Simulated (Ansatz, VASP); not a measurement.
# One calculation of Nb2H, two programs

```xyz
6
Lattice="4.1818 0.0000 0.0000 0.0000 4.1818 0.0000 0.0000 0.0000 4.1818" Properties=species:S:1:pos:R:3 pbc="T T T"
Nb    1.1831    1.1831    1.1831
Nb    2.9987    2.9987    1.1831
Nb    2.9987    1.1831    2.9987
Nb    1.1831    2.9987    2.9987
H     2.0909    2.0909    2.0909
H     0.0000    0.0000    0.0000
```

Alike in both runs: task relaxation of cell and atoms; functional PBE; k mesh 4 × 4 × 4; occupations gaussian, width 0.1 eV; no spin polarisation.

```csv
,VASP,Ansatz
version,VASP 6.6.1,Ansatz 0.2.0
potentials or method,"VASP PAW PBE potentials, release 64 (Nb_sv, H), cutoff 600 eV","scalar-relativistic, plane waves, PAW"
valence electrons in the cell,54,54
```

Ansatz gave:

* gap on the k mesh at the Fermi level, each at its own relaxed structure (eV): none
* relaxed volume (Å³/atom): 13.66
* relaxed cell length with the largest relative difference (Å): 4.344

Problem. What did VASP give for the same quantities?

Solution. gap on the k mesh at the Fermi level, each at its own relaxed structure (eV): none; relaxed volume (Å³/atom): 13.69; relaxed cell length with the largest relative difference (Å): 4.347.

A gap of «none» marks a metal or a gap that the smearing closes.

The k mesh is coarse, so the values compare programs but aren't converged.
